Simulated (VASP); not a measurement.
Set up this calculation in VASP 6.6.1, as the native input.

```
Task                   : single point
Functional             : PBE
Potentials or basis    : VASP PAW PBE potentials, release 64 (Ti_sv, Al)
Cutoff                 : 520 eV
k mesh                 : 16 × 16 × 16
Occupations            : gaussian, width 0.1 eV
Spin                   : no spin polarisation
Dipole correction      : no
Further INCAR settings : ALGO = Normal; EDIFF = 1e-06; NBANDS = 14
```

The structure of TiAl lies in POSCAR:

```
TiAl
1.0
    0.0000000000      3.0129523921      3.0129523921
    3.0129523921      0.0000000000      3.0129523921
    3.0129523921      3.0129523921      0.0000000000
Ti Al
1 1
Direct
    0.0000000000      0.0000000000      0.0000000000
    0.2500000000      0.2500000000      0.2500000000
```

The input as run:

INCAR

```
SYSTEM = TiAl
PREC     = Accurate       ! precision mode
ENCUT    = 520            ! plane-wave cutoff, eV
EDIFF    = 1E-6           ! SCF threshold, eV
ISMEAR   = 0              ! smearing method
SIGMA    = 0.1            ! smearing width, eV
LREAL    = .FALSE.        ! projectors in reciprocal space
LASPH    = .TRUE.         ! aspherical terms in the spheres
NELM     = 80             ! most SCF steps
ALGO     = Normal         ! electronic algorithm
ISIF     = 2              ! what is computed and relaxed
LWAVE    = .FALSE.        ! write WAVECAR
LCHARG   = .FALSE.        ! write CHGCAR
GGA      = PE             ! functional
NBANDS   = 14             ! bands
```

KPOINTS

```
Automatic mesh
0
G
  16 16 16
  0 0 0
```

Potentials or basis: VASP PAW PBE potentials, release 64 (Ti_sv, Al).

Run with:

```console
$ cat potpaw_PBE.64/Ti_sv/POTCAR potpaw_PBE.64/Al/POTCAR > POTCAR
$ mpirun -np 1 vasp_std > vasp.out
```

It gave:

* Pressure: 0.0 GPa
* Band gap on the k mesh: zero (an odd number of electrons rules out a gap without spin polarisation)

It took 61 s on 1 thread of AMD EPYC 7R13 Processor (Zen 3), with other jobs on the host, peak memory 0.23 GiB.
